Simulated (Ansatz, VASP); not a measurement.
**Two plane-wave programs on Na2AlHgCl6**

Contents of POSCAR:

```
Na2AlHgCl6
1.0
    0.0000000000      5.0512404254      5.0512404254
    5.0512404254      0.0000000000      5.0512404254
    5.0512404254      5.0512404254      0.0000000000
Na Al Hg Cl
2 1 1 6
Direct
    0.7500000000      0.7500000000      0.7500000000
    0.2500000000      0.2500000000      0.2500000000
    0.0000000000      0.0000000000      0.0000000000
    0.5000000000      0.5000000000      0.5000000000
    0.7663287218      0.2336712782      0.2336712782
    0.2336712782      0.2336712782      0.7663287218
    0.2336712782      0.7663287218      0.7663287218
    0.2336712782      0.7663287218      0.2336712782
    0.7663287218      0.2336712782      0.7663287218
    0.7663287218      0.7663287218      0.2336712782
```

File INCAR.step1:

```
SYSTEM = Na2AlHgCl6
PREC = Accurate
ENCUT = 520
ISMEAR = 0
SIGMA = 0.1
LREAL = .False.
LASPH = .True.
NELM = 80
NBANDS = 46
GGA = PE
ALGO = Normal
EDIFF = 1E-4
LWAVE = .True.
LCHARG = .False.
```

Contents of INCAR.step2:

```
SYSTEM = Na2AlHgCl6
PREC = Accurate
ENCUT = 520
EDIFF = 1E-6
ISMEAR = 0
SIGMA = 0.1
LREAL = .False.
LASPH = .True.
NELM = 80
ALGO = Normal
ISIF = 2
LWAVE = .False.
LCHARG = .False.
METAGGA = R2SCAN
LMIXTAU = .True.
NBANDS = 46
ISTART = 1
```

Contents of KPOINTS:

```
regular mesh
0
Gamma
  6 6 6
  0 0 0
```

Input for Ansatz:

```yaml
crystal:
  lattice:
    - [0.0, 5.0512404254, 5.0512404254]
    - [5.0512404254, 0.0, 5.0512404254]
    - [5.0512404254, 5.0512404254, 0.0]
  atoms:
    - { symbol: Na, position: [0.75, 0.75, 0.75] }
    - { symbol: Na, position: [0.25, 0.25, 0.25] }
    - { symbol: Al, position: [0.0, 0.0, 0.0] }
    - { symbol: Hg, position: [0.5, 0.5, 0.5] }
    - { symbol: Cl, position: [0.7663287218, 0.2336712782, 0.2336712782] }
    - { symbol: Cl, position: [0.2336712782, 0.2336712782, 0.7663287218] }
    - { symbol: Cl, position: [0.2336712782, 0.7663287218, 0.7663287218] }
    - { symbol: Cl, position: [0.2336712782, 0.7663287218, 0.2336712782] }
    - { symbol: Cl, position: [0.7663287218, 0.2336712782, 0.7663287218] }
    - { symbol: Cl, position: [0.7663287218, 0.7663287218, 0.2336712782] }
basis:
  ecutwfc: 500
kpoints:
  mp_grid: { grid: [6, 6, 6] }
hamiltonian:
  xc: r2scan
scf:
  occupations: { method: gaussian, width: 0.1 }
output:
  forces: true
  stress: true
  eigenvalues: true
```

Alike in both runs: task single point; functional r2SCAN; k mesh 6 × 6 × 6; occupations gaussian, width 0.1 eV; no spin polarisation.

```csv
,VASP,Ansatz
version,VASP 6.6.1,Ansatz 0.2.0
potentials or method,"VASP PAW PBE potentials, release 64 (Na_pv, Al, Hg, Cl), cutoff 520 eV","scalar-relativistic, plane waves, PAW"
valence electrons in the cell,71,83
```

Ansatz gave:

| Property | Result |
| --- | --- |
| gap on the k mesh at the Fermi level (eV) | none |
| pressure (GPa) | 0.9 |
| rms of the force components (eV/Å) | 0.290 |

Task: Estimate VASP's values.

Result: gap on the k mesh at the Fermi level (eV): none; pressure (GPa): 0.8; rms of the force components (eV/Å): 0.316.

VASP's potentials were made for PBE, not for r2SCAN. Atom by atom the forces differ by 0.026 eV/Å (rms over components). A gap of «none» marks a metal or a gap that the smearing closes. VASP's potentials hold 71 valence electrons a cell and Ansatz's 83, so a difference there can come from the potentials and not from the codes.

Neither program's run includes spin-orbit coupling.
